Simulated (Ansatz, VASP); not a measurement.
This is a calculation of SnO for Ansatz 0.2.0.

File input.yaml:

```yaml
crystal:
  lattice:
    - [3.81369522, 0.0, 0.0]
    - [0.0, 3.81369522, 0.0]
    - [0.0, 0.0, 4.8869133]
  atoms:
    - { symbol: Sn, position: [0.5, 0.0, 0.76462614] }
    - { symbol: Sn, position: [0.0, 0.5, 0.23537386] }
    - { symbol: O, position: [0.0, 0.0, 0.0] }
    - { symbol: O, position: [0.5, 0.5, 0.0] }
kpoints:
  mp_grid: { grid: [4, 4, 4] }
scf:
  occupations: { method: fermi_dirac, width: 0.03 }
hamiltonian:
  xc: pbesol
  pseudopotentials: { kind: all_electron, lapw: { basis_error: 0.002 } }
output:
  forces: true
  stress: true
  eigenvalues: true
```

Potentials or basis: all-electron LAPW, scalar-relativistic.

Launch:

```sh
$ ansatz run input.yaml --threads 2 --pin off --max-ram 8192MiB --backend cpu --events-out ev --progress --plain --runs-dir out
```

**Question.** Set up the same calculation for VASP 6.6.1. Potentials there: VASP PAW PBE potentials, release 64 (Sn_d, O).

**Answer.** As run (the cutoff follows the program's own potentials):

File INCAR:

```
SYSTEM = SnO
ALGO = Normal
EDIFF = 1E-6
ENCUT = 520
GGA = PS
ISIF = 2
ISMEAR = -1
LASPH = .True.
LCHARG = .True.
LELF = .True.
LREAL = .False.
LVHAR = .True.
LWAVE = .False.
NBANDS = 28
NELM = 60
PREC = Accurate
SIGMA = 0.03
```

KPOINTS

```
k-points
0
Gamma
  4 4 4
  0 0 0
```

The input POSCAR:

```
SnO
1.0
    3.8136952200      0.0000000000      0.0000000000
    0.0000000000      3.8136952200      0.0000000000
    0.0000000000      0.0000000000      4.8869133000
Sn O
2 2
Direct
    0.5000000000      0.0000000000      0.7646261400
    0.0000000000      0.5000000000      0.2353738600
    0.0000000000      0.0000000000      0.0000000000
    0.5000000000      0.5000000000      0.0000000000
```

Potentials or basis: VASP PAW PBE potentials, release 64 (Sn_d, O).

Run with:

```console
$ cat potpaw_PBE.64/Sn_d/POTCAR potpaw_PBE.64/O/POTCAR > POTCAR
$ mpirun -np 1 vasp_std > vasp.out
```

Both were run:

|  | VASP | Ansatz | Ansatz less VASP |
| --- | --- | --- | --- |
| gap on the k mesh at the Fermi level (eV) | 0.14 | 0.13 | -0.011 |
| least direct gap on the mesh (eV) | 1.98 | 1.99 | +0.014 |
| pressure (GPa) | -0.3 | -0.5 | -0.26 |
| traceless stress, the component that is largest in VASP (GPa) | -0.05 | -0.05 | -0.002 |
| rms of the force components (eV/Å) | 0.071 | 0.035 | -0.0358 |

VASP's potentials were made for PBE, not for PBEsol. Atom by atom the forces differ by 0.036 eV/Å (rms over components). Ansatz ran all-electron here, and VASP with PAW potentials.
